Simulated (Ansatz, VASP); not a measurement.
## One calculation of Mo, two programs

```xyz
1
Lattice="0.0000 1.9344 1.8538 1.9344 0.0000 1.8538 1.9344 1.9344 0.0000" Properties=species:S:1:pos:R:3 pbc="T T T"
Mo    0.0000    0.0000    0.0000
```

Change from the starting cell: strain -0.040 along x and y, -0.080 along z, atoms carried along.

Alike in both runs: task single point; functional PBE; k mesh 20 × 20 × 20; occupations gaussian, width 0.15 eV; no spin polarisation.

```csv
,VASP,Ansatz
version,VASP 6.6.1,Ansatz 0.2.0
potentials or method,"VASP PAW PBE potentials, release 64 (Mo_sv), cutoff 520 eV","scalar-relativistic, plane waves, PAW"
valence electrons in the cell,14,14
```

```tsv
	VASP	Ansatz	Ansatz less VASP
gap on the k mesh at the Fermi level (eV)	none	none	-
pressure (GPa)	46.9	46.0	-0.89
traceless stress, the component that is largest in VASP (GPa)	-6.40	-6.40	-0.005
```

A gap of «none» marks a metal or a gap that the smearing closes. Both programs put the cell under a high pressure, so it lies far from rest at this level.
